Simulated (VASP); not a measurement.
# Sn2PbS3 (Cmc2_1) in VASP: single point with PBE

Aim: the single point of Sn2PbS3 with PBE.

Program: VASP 6.6.1. These are calculated values, not measurements. Logs are shortened: lines on timing, memory, paths and dates and some standing lists are left out, and cuts for length are marked.

### 1 The cell of the first run

The structure is orthorhombic, space group Cmc2_1 (No. 36). The conventional cell has a = 12.328 Å, b = 11.921 Å, c = 4.340 Å, α = 90.00°, β = 90.00°, γ = 90.00°. Sn (site symmetry 1) has 5 S at 2.63 to 3.31 Å within 3.5 Å. Pb (site symmetry m) has 5 S at 2.69 to 3.20 Å within 3.5 Å. Within 3.5 Å of S (site symmetry m) lie 1 Pb at 2.69 Å and 4 Sn at 2.72 to 3.31 Å. Within 3.5 Å of S (site symmetry 1) lie 3 Sn at 2.63 to 3.25 Å and 2 Pb at 2.85 to 3.20 Å.

### 2 Single point, PBE

INCAR reads:

```
  PREC = Accurate
  ENCUT = 520
  EDIFF = 1E-6
  ISMEAR = 0
  SIGMA = 0.1
  LREAL = F
  LASPH = T
  NELM = 60
  ALGO = Normal
  ISIF = 2
  LWAVE = F
  LCHARG = F
  GGA = PE
  NBANDS = 72
```

KPOINTS reads:

```
regular mesh
0
Gamma
  2 2 4
```

POSCAR reads:

```
Sn2PbS3
1.0
    6.1637666649     -5.9606311905      0.0000000000
    6.1637666649      5.9606311905      0.0000000000
    0.0000000000      0.0000000000      4.3402358640
Sn Pb S
4 2 6
Direct
    0.5407267951      0.7942200740      0.7027796259
    0.2057799260      0.4592732049      0.7027796259
    0.7942200740      0.5407267951      0.2027796259
    0.4592732049      0.2057799260      0.2027796259
    0.8679418682      0.1320581318      0.7278631215
    0.1320581318      0.8679418682      0.2278631215
    0.6435144622      0.3564855378      0.7967828944
    0.3235585934      0.0141921693      0.7850132793
    0.9858078307      0.6764414066      0.7850132793
    0.3564855378      0.6435144622      0.2967828944
    0.0141921693      0.3235585934      0.2850132793
    0.6764414066      0.9858078307      0.2850132793
```

Potentials or basis: VASP PAW PBE potentials, release 64 (Sn_d, Pb_d, S).

Run with:

```bash
cat potpaw_PBE.64/Sn_d/POTCAR potpaw_PBE.64/Pb_d/POTCAR potpaw_PBE.64/S/POTCAR > POTCAR
mpirun -np 1 vasp_std > vasp.out
```

OUTCAR:

```text
PREC = Accurate
   ENCUT = 520
   EDIFF = 1E-6
   ISMEAR = 0
   LREAL = F
   LASPH = T
   NELM = 60
   ISIF = 2
   GGA = PE

 ion  position               nearest neighbor table
   1  0.541  0.794  0.703-   8 2.63  10 2.72  12 2.73  12 3.25   3 3.72   3 3.72
   2  0.206  0.459  0.703-   9 2.63  10 2.72  11 2.73  11 3.25   4 3.72   4 3.72
   3  0.794  0.541  0.203-  11 2.63   7 2.72   9 2.73   9 3.25   1 3.72   1 3.72
   4  0.459  0.206  0.203-  12 2.63   7 2.72   8 2.73   8 3.25   2 3.72   2 3.72
   5  0.868  0.132  0.728-   7 2.69  11 2.85  12 2.85  12 3.20  11 3.20   6 3.82   6 3.82
   6  0.132  0.868  0.228-  10 2.69   9 2.85   8 2.85   9 3.20   8 3.20   5 3.82   5 3.82
   7  0.644  0.356  0.797-   5 2.69   4 2.72   3 2.72
   8  0.324  0.014  0.785-   1 2.63   4 2.73   6 2.85   6 3.20   4 3.25
   9  0.986  0.676  0.785-   2 2.63   3 2.73   6 2.85   6 3.20   3 3.25
  10  0.356  0.644  0.297-   6 2.69   2 2.72   1 2.72
  11  0.014  0.324  0.285-   3 2.63   2 2.73   5 2.85   5 3.20   2 3.25
  12  0.676  0.986  0.285-   4 2.63   1 2.73   5 2.85   5 3.20   1 3.25

  LATTYP: Found a base centered orthorhombic cell.
 ALAT       =    11.9212623810
 B/A-ratio  =     1.0340795241
 C/A-ratio  =     0.3640751898

  Lattice vectors:

 A1 = (  -6.1637666649,  -5.9606311905,   0.0000000000)
 A2 = (   6.1637666649,  -5.9606311905,   0.0000000000)
 A3 = (   0.0000000000,   0.0000000000,   4.3402358640)

Analysis of symmetry for initial positions (statically):
=====================================================================
 Subroutine PRICEL returns:
 Original cell was already a primitive cell.

 Routine SETGRP: Setting up the symmetry group for a
 base centered orthorhombic supercell.

 Subroutine GETGRP returns: Found  4 space group operations
 (whereof  2 operations were pure point group operations)
 out of a pool of  8 trial point group operations.

The static configuration has the point symmetry C_1h.
 The point group associated with its full space group is C_2v.

Analysis of symmetry for dynamics (positions and initial velocities):
=====================================================================
 Subroutine PRICEL returns:
 Original cell was already a primitive cell.

 Routine SETGRP: Setting up the symmetry group for a
 base centered orthorhombic supercell.

 Subroutine GETGRP returns: Found  4 space group operations
 (whereof  2 operations were pure point group operations)
 out of a pool of  8 trial point group operations.

The dynamic configuration has the point symmetry C_1h.
 The point group associated with its full space group is C_2v.

 Subroutine INISYM returns: Found  4 space group operations
 (whereof  2 operations are pure point group operations),
 and found     1 'primitive' translations

----------------------------------------------------------------------------------------

                                     Primitive cell

  volume of cell :     318.9200

  direct lattice vectors                    reciprocal lattice vectors
     6.163766665 -5.960631191  0.000000000     0.081119229 -0.083883734  0.000000000
     6.163766665  5.960631191  0.000000000     0.081119229  0.083883734  0.000000000
     0.000000000  0.000000000  4.340235864     0.000000000  0.000000000  0.230402225

  length of vectors
     8.574447136  8.574447136  4.340235864     0.116691088  0.116691088  0.230402225

  position of ions in fractional coordinates (direct lattice)
     0.540726795  0.794220074  0.702779626
     0.205779926  0.459273205  0.702779626
     0.794220074  0.540726795  0.202779626
     0.459273205  0.205779926  0.202779626
     0.867941868  0.132058132  0.727863122
     0.132058132  0.867941868  0.227863122
     0.643514462  0.356485538  0.796782894
     0.323558593  0.014192169  0.785013279
     0.985807831  0.676441407  0.785013279
     0.356485538  0.643514462  0.296782894
     0.014192169  0.323558593  0.285013279
     0.676441407  0.985807831  0.285013279

  ion indices of the primitive-cell ions
   primitive index   ion index
                 1           1
                 2           2
                 3           3
                 4           4
                 5           5
                 6           6
                 7           7
                 8           8
                 9           9
                10          10
                11          11
                12          12

----------------------------------------------------------------------------------------

 KPOINTS: regular mesh

Automatic generation of k-mesh.
 Grid dimensions read from file:
 generate k-points for:    2    2    4

 Generating k-lattice:

  Cartesian coordinates                     Fractional coordinates (reciprocal lattice)
     0.040559615 -0.041941867  0.000000000     0.500000000 -0.000000000  0.000000000
     0.040559615  0.041941867  0.000000000    -0.000000000  0.500000000  0.000000000
     0.000000000  0.000000000  0.057600556     0.000000000  0.000000000  0.250000000

  Length of vectors
     0.058345544  0.058345544  0.057600556

  Shift w.r.t. Gamma in fractional coordinates (k-lattice)
     0.000000000  0.000000000  0.000000000

 Subroutine IBZKPT returns following result:
 ===========================================

 Found      9 irreducible k-points:

 Following reciprocal coordinates:
            Coordinates               Weight
  0.000000  0.000000  0.000000      1.000000
  0.500000  0.000000  0.000000      2.000000
  0.500000  0.500000  0.000000      1.000000
  0.000000  0.000000  0.250000      2.000000
  0.500000  0.000000  0.250000      4.000000
  0.500000  0.500000  0.250000      2.000000
  0.000000  0.000000  0.500000      1.000000
  0.500000  0.000000  0.500000      2.000000
  0.500000  0.500000  0.500000      1.000000
   k-points           NKPTS =      9   k-points in BZ     NKDIM =      9   number of bands    NBANDS=     72
   number of dos      NEDOS =    301   number of ions     NIONS =     12
   total plane-waves  NPLWV = 131072
   dimension x,y,z NGX =    64 NGY =   64 NGZ =   32
   dimension x,y,z NGXF=   128 NGYF=  128 NGZF=   64
   ions per type =               4   2   6
   NGX,Y,Z   is equivalent  to a cutoff of  12.41, 12.41, 12.26 a.u.
   NGXF,Y,Z  is equivalent  to a cutoff of  24.82, 24.82, 24.51 a.u.
 SYSTEM =  unknown system
   PREC   = accura    normal or accurate (medium, high low for compatibility)
   ISTART =      0    job   : 0-new  1-cont  2-samecut
   ICHARG =      2    charge: 1-file 2-atom 10-const
   ISPIN  =      1    spin polarized calculation?
   LNONCOLLINEAR =      F non collinear calculations
   LSORBIT =      F    spin-orbit coupling
   LASPH  =      T    aspherical Exc in radial PAW
   ENCUT  =  520.0 eV  38.22 Ry    6.18 a.u.  15.94 15.94  8.07*2*pi/ulx,y,z
   NELM   =     60;   NELMIN=  2; NELMDL= -5     # of ELM steps
   EDIFF  = 0.1E-05   stopping-criterion for ELM
   LREAL  =      F    real-space projection
   EDIFFG = 0.1E-04   stopping-criterion for IOM
   NSW    =      0    number of steps for IOM
   IBRION =     -1    ionic relax: 0-MD 1-quasi-New 2-CG
   NFREE  =      0    steps in history (QN), initial steepest desc. (CG)
   ISIF   =      2    stress and relaxation
   ISYM   =      2    0-nonsym 1-usesym 2-fastsym
   POTIM  = 0.5000    time-step for ionic-motion
   TEBEG  =    0.0;   TEEND  =   0.0 temperature during run
   PSTRESS=    0.0 pullay stress
   NELECT =     120.0000    total number of electrons
   NUPDOWN=      -1.0000    fix difference up-down
   EMIN   =  10.00;   EMAX   =-10.00  energy-range for DOS
   EFERMI =   0.00;   METHOD = LEGACY
   ISMEAR =     0;   SIGMA  =   0.10  broadening in eV -4-tet -1-fermi 0-gaus
   EFERMI_NEDOS =   21; number of points for ismear=-14 and -15
   IALGO  =     38    algorithm
   IMIX   =      4    mixing-type and parameters
     AMIX     =   0.40;   BMIX     =  1.00
     AMIX_MAG =   1.60;   BMIX_MAG =  1.00
  volume/ion in A,a.u.               =      26.58       179.35
  Fermi-wavevector in a.u.,A,eV,Ry     =   1.181883  2.233436 19.005278  1.396849
  Thomas-Fermi vector in A             =   2.318148
   LORBIT       =      0    0 simple, 1 ext, 2 COOP (PROOUT), +10 PAW based schemes
   GGA     = PE    functional components
   LHFCALC =     F    Hartree Fock is set to
   AEXX    =    0.0000 exact exchange contribution
   IVDW    =     0    specifies the selected vdW correction
   LEPSILON=     F    determine dielectric tensor
   LRPA    =     F    only Hartree local field effects (RPA)
 non-spin polarized calculation
 Gauss-broadening in eV      SIGMA  =   0.10
  energy-cutoff  :      520.00
  volume of cell :      318.92
 maximum number of plane-waves:      8610
 NGX is ok and might be reduce to    64
   NGX = 31   NGY = 31   NGZ = 17

 number of electron     120.0000003 magnetization

 Free energy of the ion-electron system (eV)
  ---------------------------------------------------
  ext. energy  EPLUGINS =         0.00000000
  ---------------------------------------------------
  free energy    TOTEN  =       -52.72487711 eV

  energy without entropy =      -52.72487711  energy(sigma->0) =      -52.72487711

 E-fermi :   5.3004     XC(G=0):  -9.4453

 val. band max:        4.8357345364   @ k =   0.0000   0.0000   0.5000
 cond. band min:       5.9877624161   @ k =   0.5000   0.5000   0.0000
 fundamental gap:      1.1520278797
 Fermi energy:         5.3003896600

 k-point     1 :       0.0000    0.0000    0.0000
  band No.  band energies     occupation
      1     -15.9634      2.00000
      2     -15.9591      2.00000
      3     -15.9571      2.00000
      4     -15.9566      2.00000
      5     -15.9549      2.00000
      6     -15.9539      2.00000
[... 64 lines left out ...]
     71       9.2132      0.00000
     72       9.4202      0.00000

 k-point     2 :       0.5000    0.0000    0.0000
  band No.  band energies     occupation
      1     -15.9621      2.00000
      2     -15.9609      2.00000
      3     -15.9589      2.00000
      4     -15.9568      2.00000
      5     -15.9543      2.00000
      6     -15.9518      2.00000
[... 64 lines left out ...]
     71       8.7599      0.00000
     72       8.9910      0.00000

 k-point     3 :       0.5000    0.5000    0.0000
  band No.  band energies     occupation
      1     -15.9624      2.00000
      2     -15.9608      2.00000
      3     -15.9590      2.00000
      4     -15.9587      2.00000
      5     -15.9526      2.00000
      6     -15.9505      2.00000
[... 64 lines left out ...]
     71       8.6979      0.00000
     72       9.3820      0.00000

 k-point     4 :       0.0000    0.0000    0.2500
  band No.  band energies     occupation
      1     -15.9670      2.00000
      2     -15.9630      2.00000
      3     -15.9593      2.00000
      4     -15.9575      2.00000
      5     -15.9553      2.00000
      6     -15.9545      2.00000
[... 64 lines left out ...]
     71       8.8273      0.00000
     72       9.4029      0.00000

 k-point     5 :       0.5000    0.0000    0.2500
  band No.  band energies     occupation
      1     -15.9664      2.00000
      2     -15.9637      2.00000
      3     -15.9607      2.00000
      4     -15.9574      2.00000
      5     -15.9554      2.00000
      6     -15.9531      2.00000
[... 64 lines left out ...]
     71       9.0841      0.00000
     72       9.1048      0.00000

 k-point     6 :       0.5000    0.5000    0.2500
  band No.  band energies     occupation
      1     -15.9654      2.00000
      2     -15.9650      2.00000
      3     -15.9607      2.00000
      4     -15.9588      2.00000
      5     -15.9550      2.00000
      6     -15.9518      2.00000
[... 64 lines left out ...]
     71       9.6143      0.00000
     72       9.6705      0.00000

 k-point     7 :       0.0000    0.0000    0.5000
  band No.  band energies     occupation
      1     -15.9695      2.00000
      2     -15.9695      2.00000
      3     -15.9619      2.00000
      4     -15.9619      2.00000
      5     -15.9535      2.00000
      6     -15.9535      2.00000
[... 64 lines left out ...]
     71       9.9664      0.00000
     72       9.9976      0.00000

 k-point     8 :       0.5000    0.0000    0.5000
  band No.  band energies     occupation
      1     -15.9696      2.00000
      2     -15.9696      2.00000
      3     -15.9619      2.00000
      4     -15.9619      2.00000
      5     -15.9535      2.00000
      6     -15.9535      2.00000
[... 64 lines left out ...]
     71       9.4533      0.00000
     72       9.5674      0.00000

 k-point     9 :       0.5000    0.5000    0.5000
  band No.  band energies     occupation
      1     -15.9701      2.00000
      2     -15.9701      2.00000
      3     -15.9611      2.00000
      4     -15.9611      2.00000
      5     -15.9541      2.00000
      6     -15.9541      2.00000
[... 64 lines left out ...]
     71       9.4311      0.00000
     72       9.4789      0.00000

------------------------ aborting loop because EDIFF is reached ----------------------------------------

  FORCE on cell =-STRESS in cart. coord.  units (eV):
  Direction    XX          YY          ZZ          XY          YZ          ZX
  --------------------------------------------------------------------------------------
  -------------------------------------------------------------------------------------
  Total       -0.3484281      0.0446469     -0.2215573      0.0000000      0.0000000      0.0000000
  in kB       -1.7504187      0.2242954     -1.1130508      0.0000000      0.0000000      0.0000000
  external PRESSURE =      -0.8797247 kB  Pullay stress =       0.0000000 kB

 VOLUME and BASIS-vectors are now :
 -----------------------------------------------------------------------------
  energy-cutoff  :      520.00
  volume of cell :      318.92
      direct lattice vectors                 reciprocal lattice vectors
     6.163766665 -5.960631191  0.000000000     0.081119229 -0.083883734  0.000000000
     6.163766665  5.960631191  0.000000000     0.081119229  0.083883734  0.000000000
     0.000000000  0.000000000  4.340235864     0.000000000  0.000000000  0.230402225

 POSITION                                       TOTAL-FORCE (eV/Angst)
 -----------------------------------------------------------------------------------
      8.22830      1.51098      3.05023        -0.007144      0.013671     -0.010068
      4.09923      1.51098      3.05023         0.007144      0.013671     -0.010068
      8.22830     -1.51098      0.88011        -0.007144     -0.013671     -0.010068
      4.09923     -1.51098      0.88011         0.007144     -0.013671     -0.010068
      6.16377     -4.38633      3.15910        -0.000000      0.016312      0.003789
      6.16377      4.38633      0.98898        -0.000000     -0.016312      0.003789
      6.16377     -1.71087      3.45823        -0.000000     -0.015655      0.011719
      2.08182     -1.84402      3.40714         0.000354      0.005217      0.002313
     10.24572     -1.84402      3.40714        -0.000354      0.005217      0.002313
      6.16377      1.71087      1.28811        -0.000000      0.015655      0.011719
      2.08182      1.84402      1.23702         0.000354     -0.005217      0.002313
     10.24572      1.84402      1.23702        -0.000354     -0.005217      0.002313
 -----------------------------------------------------------------------------------
    total drift:                                0.000000     -0.000000      0.000447

  FREE ENERGIE OF THE ION-ELECTRON SYSTEM (eV)
  ---------------------------------------------------
  free  energy   TOTEN  =       -52.7248771052 eV

  energy  without entropy=      -52.7248771052  energy(sigma->0) =      -52.72487711
```

Wall time 2.2 min (1 thread of Intel Xeon Platinum 8488C (Sapphire Rapids), shared host); peak memory 0.43 GiB.

What came out:

```yaml
Free_energy: -52.7249 eV
Pressure: -0.1 GPa
Largest_force: 0.020 eV/Å
Band_gap_on_the_k_mesh: 1.15 eV (least direct gap 1.21 eV)
```

Forces on the atoms (eV/Å):
```
Sn  -0.007  0.014 -0.010
Sn   0.007  0.014 -0.010
Sn  -0.007 -0.014 -0.010
Sn   0.007 -0.014 -0.010
Pb   0.000  0.016  0.004
Pb   0.000 -0.016  0.004
S    0.000 -0.016  0.012
S    0.000  0.005  0.002
S    0.000  0.005  0.002
S    0.000  0.016  0.012
S    0.000 -0.005  0.002
S    0.000 -0.005  0.002
```

Levels at points of the mesh, in eV from the valence-band top:
| k point | band 57 | band 58 | band 59 | band 60 | band 61 | band 62 | band 63 | band 64 |
| --- | --- | --- | --- | --- | --- | --- | --- | --- |
| (0.00, 0.00, 0.00) | -0.76 | -0.52 | -0.15 | -0.05 | 1.84 | 2.05 | 2.11 | 2.16 |
| (0.50, 0.00, 0.00) | -0.66 | -0.44 | -0.25 | -0.04 | 1.85 | 2.08 | 2.43 | 2.65 |
| (0.50, 0.50, 0.00) | -0.48 | -0.30 | -0.23 | -0.05 | 1.15 | 1.52 | 1.55 | 2.87 |
| (0.00, 0.00, 0.50) | -0.88 | -0.88 | 0.00 | 0.00 | 1.78 | 1.78 | 2.49 | 2.49 |
| (0.50, 0.00, 0.50) | -0.65 | -0.65 | -0.49 | -0.49 | 2.45 | 2.45 | 2.55 | 2.55 |
| (0.50, 0.50, 0.50) | -1.41 | -1.41 | -0.44 | -0.44 | 2.11 | 2.11 | 3.40 | 3.40 |

Caveat: spin-orbit coupling is left out, which moves the levels of the heavy elements. A k mesh can miss the band edges.
